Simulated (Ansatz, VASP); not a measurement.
Bi: VASP beside Ansatz

The input INCAR:

```
SYSTEM = Bi
PREC = Accurate
ENCUT = 520
EDIFF = 1E-7
ISMEAR = -1
SIGMA = 0.1
LREAL = .False.
LASPH = .True.
NELM = 100
ALGO = Normal
ISIF = 2
LWAVE = .False.
LCHARG = .False.
NBANDS = 22
```

Contents of KPOINTS:

```
regular mesh
0
Gamma
  12 12 6
  0 0 0
```

File POSCAR:

```
Bi
1.0
    3.5047502134      0.0000000000      0.0000000000
   -1.7523751067      3.0352027187      0.0000000000
    0.0000000000      0.0000000000      5.7445257310
Bi
2
Direct
    0.3333333333      0.6666666667      0.2500000000
    0.6666666667      0.3333333333      0.7500000000
```

Input for Ansatz:

```yaml
crystal:
  lattice:
    - [3.5047502134, 0.0, 0.0]
    - [-1.7523751067, 3.0352027187, 0.0]
    - [0.0, 0.0, 5.744525731]
  atoms:
    - { symbol: Bi, position: [0.3333333333, 0.6666666667, 0.25] }
    - { symbol: Bi, position: [0.6666666667, 0.3333333333, 0.75] }
hamiltonian:
  xc: lda
  pseudopotentials:
    kind: paw
    azcp:
      Bi: "pseudopotentials/Bi.paw.azcp"
basis:
  ecutwfc: 420
  fft_grid_basis: typed
kpoints:
  mp_grid: { grid: [12, 12, 6], shift: [0, 0, 0] }
magnetization:
  spin_polarized: false
scf:
  occupations: { method: fermi_dirac, width: 0.1 }
  lower_state_search: "off"
output:
  stress: true
```

Alike in both runs: task single point; functional LDA; k mesh 12 × 12 × 6; occupations fermi-dirac, width 0.1 eV; no spin polarisation.

```csv
,VASP,Ansatz
version,VASP 6.6.1,Ansatz 0.2.0
potentials or method,"VASP PAW LDA potentials, release 64 (Bi_d), cutoff 520 eV","plane waves (420 eV) with PAW, scalar-relativistic"
valence electrons in the cell,30,30
```

|  | VASP | Ansatz | Ansatz less VASP |
| --- | --- | --- | --- |
| pressure (GPa) | -2.3 | -2.4 | -0.06 |
| traceless stress, the component that is largest in VASP (GPa) | 0.60 | 0.61 | +0.007 |

Ansatz warns that its potentials were made for another functional, while VASP's fit it. LDA's correlation is that of Perdew and Zunger in VASP and of Perdew and Wang (1992) in Ansatz.

Neither program's run includes spin-orbit coupling.
